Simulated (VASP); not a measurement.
# Ga5As2P3 (I-4m2) in VASP: single point with PBE

Aim: the single point of Ga5As2P3 with PBE.

Program: VASP 6.6.1. These are calculated values, not measurements. Logs are shortened: lines on timing, memory, paths and dates and some standing lists are left out, and cuts for length are marked.

**1. The cell of the first run**

It takes space group I-4m2 (No. 119, tetragonal). Conventional cell: a = 3.958 Å, b = 3.958 Å, c = 28.028 Å, α = 90.00°, β = 90.00°, γ = 90.00°. Ga (site symmetry 2mm) has 2 P at 2.40 Å and 2 As at 2.46 Å within 3.2 Å. Within 3.2 Å of Ga (site symmetry 2mm) lie 4 P at 2.40 Å. Within 3.3 Å of Ga (site symmetry -4m2) lie 4 As at 2.46 Å. P (site symmetry -4m2) has 4 Ga at 2.40 Å within 3.2 Å. Within 3.2 Å of P (site symmetry 2mm) lie 4 Ga at 2.40 Å. Within 3.3 Å of As (site symmetry 2mm) lie 4 Ga at 2.46 Å.

**2. Single point, PBE**

File INCAR:

```
PREC = Accurate
ENCUT = 520
EDIFF = 1E-6
ISMEAR = 0
SIGMA = 0.1
LREAL = False
LASPH = True
NELM = 80
ALGO = Normal
ISIF = 2
LWAVE = False
LCHARG = False
GGA = PE
NBANDS = 56
```

File KPOINTS:

```
regular mesh
0
Gamma
  4 4 4
```

File POSCAR:

```
Ga5As2P3
1.0
    0.0000000000     -3.9581324000      0.0000000000
    3.9581324000      0.0000000000      0.0000000000
   -1.9790662000      1.9790662000     14.0140912000
Ga P As
5 3 2
Direct
    0.8954450000      0.8954450000      0.7908900000
    0.2984390000      0.2984390000      0.5968780000
    0.7015610000      0.7015610000      0.4031220000
    0.1045550000      0.1045550000      0.2091100000
    0.5000000000      0.5000000000      0.0000000000
    0.2500000000      0.7500000000      0.5000000000
    0.6530320000      0.1530320000      0.3060640000
    0.8469680000      0.3469680000      0.6939360000
    0.0522430000      0.5522430000      0.1044860000
    0.4477570000      0.9477570000      0.8955140000
```

Potentials or basis: VASP PAW PBE potentials, release 64 (Ga_d, P, As).

The run is started by

```bash
$ cat potpaw_PBE.64/Ga_d/POTCAR potpaw_PBE.64/P/POTCAR potpaw_PBE.64/As/POTCAR > POTCAR
$ mpirun -np 1 vasp_std > vasp.out
```

OUTCAR:

```text
PREC = Accurate
   ENCUT = 520
   EDIFF = 1E-6
   ISMEAR = 0
   LREAL = False
   LASPH = True
   NELM = 80
   ISIF = 2
   GGA = PE

 ion  position               nearest neighbor table
   1  0.895  0.895  0.791-   8 2.40   8 2.40  10 2.46  10 2.46
   2  0.298  0.298  0.597-   6 2.40   6 2.40   8 2.40   8 2.40
   3  0.702  0.702  0.403-   6 2.40   6 2.40   7 2.40   7 2.40
   4  0.105  0.105  0.209-   7 2.40   7 2.40   9 2.46   9 2.46
   5  0.500  0.500  0.000-   9 2.46  10 2.46  10 2.46   9 2.46
   6  0.250  0.750  0.500-   2 2.40   3 2.40   2 2.40   3 2.40
   7  0.653  0.153  0.306-   4 2.40   4 2.40   3 2.40   3 2.40
   8  0.847  0.347  0.694-   1 2.40   1 2.40   2 2.40   2 2.40
   9  0.052  0.552  0.104-   5 2.46   5 2.46   4 2.46   4 2.46
  10  0.448  0.948  0.896-   5 2.46   5 2.46   1 2.46   1 2.46

  LATTYP: Found a body centered tetragonal cell.
 ALAT       =     3.9581324000
 C/A-ratio  =     7.0811634295

  Lattice vectors:

 A1 = (  -1.9790662000,  -1.9790662000, -14.0140912000)
 A2 = (   1.9790662000,   1.9790662000, -14.0140912000)
 A3 = (   1.9790662000,  -1.9790662000,  14.0140912000)

Analysis of symmetry for initial positions (statically):
=====================================================================
 Subroutine PRICEL returns:
 Original cell was already a primitive cell.

 Routine SETGRP: Setting up the symmetry group for a
 body centered tetragonal supercell.

 Subroutine GETGRP returns: Found  8 space group operations
 (whereof  8 operations were pure point group operations)
 out of a pool of 16 trial point group operations.

The static configuration has the point symmetry D_2d.

Analysis of symmetry for dynamics (positions and initial velocities):
=====================================================================
 Subroutine PRICEL returns:
 Original cell was already a primitive cell.

 Routine SETGRP: Setting up the symmetry group for a
 body centered tetragonal supercell.

 Subroutine GETGRP returns: Found  8 space group operations
 (whereof  8 operations were pure point group operations)
 out of a pool of 16 trial point group operations.

The dynamic configuration has the point symmetry D_2d.

 Subroutine INISYM returns: Found  8 space group operations
 (whereof  8 operations are pure point group operations),
 and found     1 'primitive' translations

----------------------------------------------------------------------------------------

                                     Primitive cell

  volume of cell :     219.5561

  direct lattice vectors                    reciprocal lattice vectors
     0.000000000 -3.958132400  0.000000000     0.000000000 -0.252644404  0.035678375
     3.958132400  0.000000000  0.000000000     0.252644404  0.000000000  0.035678375
    -1.979066200  1.979066200 14.014091200     0.000000000  0.000000000  0.071356750

  length of vectors
     3.958132400  3.958132400 14.290841760     0.255151212  0.255151212  0.071356750

  position of ions in fractional coordinates (direct lattice)
     0.895445000  0.895445000  0.790890000
     0.298439000  0.298439000  0.596878000
     0.701561000  0.701561000  0.403122000
     0.104555000  0.104555000  0.209110000
     0.500000000  0.500000000  0.000000000
     0.250000000  0.750000000  0.500000000
     0.653032000  0.153032000  0.306064000
     0.846968000  0.346968000  0.693936000
     0.052243000  0.552243000  0.104486000
     0.447757000  0.947757000  0.895514000

  ion indices of the primitive-cell ions
   primitive index   ion index
                 1           1
                 2           2
                 3           3
                 4           4
                 5           5
                 6           6
                 7           7
                 8           8
                 9           9
                10          10

----------------------------------------------------------------------------------------

 KPOINTS: regular mesh

Automatic generation of k-mesh.
 Grid dimensions read from file:
 generate k-points for:    4    4    4

 Generating k-lattice:

  Cartesian coordinates                     Fractional coordinates (reciprocal lattice)
     0.000000000 -0.063161101  0.008919594     0.250000000  0.000000000  0.000000000
     0.063161101  0.000000000  0.008919594     0.000000000  0.250000000  0.000000000
     0.000000000  0.000000000  0.017839187     0.000000000  0.000000000  0.250000000

  Length of vectors
     0.063787803  0.063787803  0.017839187

  Shift w.r.t. Gamma in fractional coordinates (k-lattice)
     0.000000000  0.000000000  0.000000000

 Subroutine IBZKPT returns following result:
 ===========================================

 Found     13 irreducible k-points:

 Following reciprocal coordinates:
            Coordinates               Weight
  0.000000  0.000000  0.000000      1.000000
  0.250000  0.000000  0.000000      8.000000
  0.500000  0.000000  0.000000      4.000000
  0.250000  0.250000  0.000000      8.000000
  0.500000  0.250000  0.000000     16.000000
 -0.250000  0.250000  0.000000      4.000000
  0.500000  0.500000  0.000000      2.000000
  0.000000  0.000000  0.250000      2.000000
  0.250000  0.000000  0.250000      8.000000
  0.500000  0.000000  0.250000      4.000000
  0.250000  0.250000  0.250000      4.000000
  0.500000  0.500000  0.250000      2.000000
  0.000000  0.000000  0.500000      1.000000
   k-points           NKPTS =     13   k-points in BZ     NKDIM =     13   number of bands    NBANDS=     56
   number of dos      NEDOS =    301   number of ions     NIONS =     10
   total plane-waves  NPLWV =  97200
   dimension x,y,z NGX =    30 NGY =   30 NGZ =  108
   dimension x,y,z NGXF=    60 NGYF=   60 NGZF=  216
   ions per type =               5   3   2
   NGX,Y,Z   is equivalent  to a cutoff of  12.60, 12.60, 12.56 a.u.
   NGXF,Y,Z  is equivalent  to a cutoff of  25.20, 25.20, 25.13 a.u.
 SYSTEM =  unknown system
   PREC   = accura    normal or accurate (medium, high low for compatibility)
   ISTART =      0    job   : 0-new  1-cont  2-samecut
   ICHARG =      2    charge: 1-file 2-atom 10-const
   ISPIN  =      1    spin polarized calculation?
   LNONCOLLINEAR =      F non collinear calculations
   LSORBIT =      F    spin-orbit coupling
   LASPH  =      T    aspherical Exc in radial PAW
   ENCUT  =  520.0 eV  38.22 Ry    6.18 a.u.   7.36  7.36 26.57*2*pi/ulx,y,z
   NELM   =     80;   NELMIN=  2; NELMDL= -5     # of ELM steps
   EDIFF  = 0.1E-05   stopping-criterion for ELM
   LREAL  =      F    real-space projection
   EDIFFG = 0.1E-04   stopping-criterion for IOM
   NSW    =      0    number of steps for IOM
   IBRION =     -1    ionic relax: 0-MD 1-quasi-New 2-CG
   NFREE  =      0    steps in history (QN), initial steepest desc. (CG)
   ISIF   =      2    stress and relaxation
   ISYM   =      2    0-nonsym 1-usesym 2-fastsym
   POTIM  = 0.5000    time-step for ionic-motion
   TEBEG  =    0.0;   TEEND  =   0.0 temperature during run
   PSTRESS=    0.0 pullay stress
   NELECT =      90.0000    total number of electrons
   NUPDOWN=      -1.0000    fix difference up-down
   EMIN   =  10.00;   EMAX   =-10.00  energy-range for DOS
   EFERMI =   0.00;   METHOD = LEGACY
   ISMEAR =     0;   SIGMA  =   0.10  broadening in eV -4-tet -1-fermi 0-gaus
   EFERMI_NEDOS =   21; number of points for ismear=-14 and -15
   IALGO  =     38    algorithm
   IMIX   =      4    mixing-type and parameters
     AMIX     =   0.40;   BMIX     =  1.00
     AMIX_MAG =   1.60;   BMIX_MAG =  1.00
  volume/ion in A,a.u.               =      21.96       148.16
  Fermi-wavevector in a.u.,A,eV,Ry     =   1.216113  2.298120 20.122064  1.478930
  Thomas-Fermi vector in A             =   2.351477
   LORBIT       =      0    0 simple, 1 ext, 2 COOP (PROOUT), +10 PAW based schemes
   GGA     = PE    functional components
   LHFCALC =     F    Hartree Fock is set to
   AEXX    =    0.0000 exact exchange contribution
   IVDW    =     0    specifies the selected vdW correction
   LEPSILON=     F    determine dielectric tensor
   LRPA    =     F    only Hartree local field effects (RPA)
 non-spin polarized calculation
 Gauss-broadening in eV      SIGMA  =   0.10
  energy-cutoff  :      520.00
  volume of cell :      219.56
 maximum number of plane-waves:      6005
 NGX is ok and might be reduce to    30
   NGX = 15   NGY = 15   NGZ = 53

 number of electron      89.9999949 magnetization

 Free energy of the ion-electron system (eV)
  ---------------------------------------------------
  ext. energy  EPLUGINS =         0.00000000
  ---------------------------------------------------
  free energy    TOTEN  =       -43.60469357 eV

  energy without entropy =      -43.60469357  energy(sigma->0) =      -43.60469357

 E-fermi :   4.5308     XC(G=0):  -9.5615

 val. band max:        4.0695234178   @ k =   0.0000   0.0000   0.0000
 cond. band min:       4.9886232721   @ k =   0.0000   0.0000   0.0000
 fundamental gap:      0.9190998543
 Fermi energy:         4.5308200053

 k-point     1 :       0.0000    0.0000    0.0000
  band No.  band energies     occupation
      1     -10.7246      2.00000
      2     -10.6911      2.00000
      3     -10.6470      2.00000
      4     -10.6452      2.00000
      5     -10.6384      2.00000
      6     -10.6384      2.00000
[... 48 lines left out ...]
     55       7.8215      0.00000
     56       7.8235      0.00000

 k-point     2 :       0.2500    0.0000    0.0000
  band No.  band energies     occupation
      1     -10.7150      2.00000
      2     -10.6881      2.00000
      3     -10.6694      2.00000
      4     -10.6521      2.00000
      5     -10.6342      2.00000
      6     -10.6332      2.00000
[... 48 lines left out ...]
     55       8.5221      0.00000
     56       8.9723      0.00000

 k-point     3 :       0.5000    0.0000    0.0000
  band No.  band energies     occupation
      1     -10.7086      2.00000
      2     -10.6987      2.00000
      3     -10.6828      2.00000
      4     -10.6626      2.00000
      5     -10.6444      2.00000
      6     -10.6237      2.00000
[... 523 lines left out ...]
 k-point    12 :       0.5000    0.5000    0.2500
  band No.  band energies     occupation
      1     -10.7377      2.00000
      2     -10.7232      2.00000
      3     -10.7114      2.00000
      4     -10.6820      2.00000
      5     -10.6802      2.00000
      6     -10.6023      2.00000
[... 48 lines left out ...]
     55       8.6981      0.00000
     56       9.7049      0.00000

 k-point    13 :       0.0000    0.0000    0.5000
  band No.  band energies     occupation
      1     -10.7252      2.00000
      2     -10.6868      2.00000
      3     -10.6626      2.00000
      4     -10.6383      2.00000
      5     -10.6383      2.00000
      6     -10.6310      2.00000
[... 48 lines left out ...]
     55       7.5830      0.00000
     56       8.3871      0.00000

------------------------ aborting loop because EDIFF is reached ----------------------------------------

  FORCE on cell =-STRESS in cart. coord.  units (eV):
  Direction    XX          YY          ZZ          XY          YZ          ZX
  --------------------------------------------------------------------------------------
  -------------------------------------------------------------------------------------
  Total        0.7706971      0.7706971     -0.7173711      0.0000000     -0.0000000      0.0000000
  in kB        5.6240441      5.6240441     -5.2349059      0.0000000     -0.0000000      0.0000000
  external PRESSURE =       2.0043941 kB  Pullay stress =       0.0000000 kB

 VOLUME and BASIS-vectors are now :
 -----------------------------------------------------------------------------
  energy-cutoff  :      520.00
  volume of cell :      219.56
      direct lattice vectors                 reciprocal lattice vectors
     0.000000000 -3.958132400  0.000000000     0.000000000 -0.252644404  0.035678375
     3.958132400  0.000000000  0.000000000     0.252644404  0.000000000  0.035678375
    -1.979066200  1.979066200 14.014091200     0.000000000  0.000000000  0.071356750

 POSITION                                       TOTAL-FORCE (eV/Angst)
 -----------------------------------------------------------------------------------
      1.97907     -1.97907     11.08360         0.000000     -0.000000     -0.003902
      0.00000     -0.00000      8.36470        -0.000000     -0.000000      0.002771
      1.97907     -1.97907      5.64939        -0.000000     -0.000000     -0.002771
     -0.00000      0.00000      2.93049        -0.000000      0.000000      0.003902
      1.97907     -1.97907      0.00000        -0.000000     -0.000000     -0.000000
      1.97907      0.00000      7.00705        -0.000000     -0.000000     -0.000000
      0.00000     -1.97907      4.28921        -0.000000      0.000000      0.004148
     -0.00000     -1.97907      9.72488         0.000000     -0.000000     -0.004148
      1.97907      0.00000      1.46428         0.000000     -0.000000      0.004856
      1.97907     -0.00000     12.54981        -0.000000      0.000000     -0.004856
 -----------------------------------------------------------------------------------
    total drift:                                0.000002      0.000002      0.000000

  FREE ENERGIE OF THE ION-ELECTRON SYSTEM (eV)
  ---------------------------------------------------
  free  energy   TOTEN  =       -43.6046935744 eV

  energy  without entropy=      -43.6046935744  energy(sigma->0) =      -43.60469357
```

It took 4.4 min on 1 thread of Intel Xeon Platinum 8375C at 2.90GHz (Ice Lake), shared host; peak memory 0.36 GiB.

What came out:

- Free energy: -43.6047 eV
- Pressure: 0.2 GPa
- Largest force: 0.005 eV/Å
- Band gap on the k mesh: 0.92 eV

Forces in eV/Å, atoms in the order of the input:
```
Ga   0.000  0.000 -0.004
Ga   0.000  0.000  0.003
Ga   0.000  0.000 -0.003
Ga   0.000  0.000  0.004
Ga   0.000  0.000  0.000
P    0.000  0.000  0.000
P    0.000  0.000  0.004
P    0.000  0.000 -0.004
As   0.000  0.000  0.005
As   0.000  0.000 -0.005
```
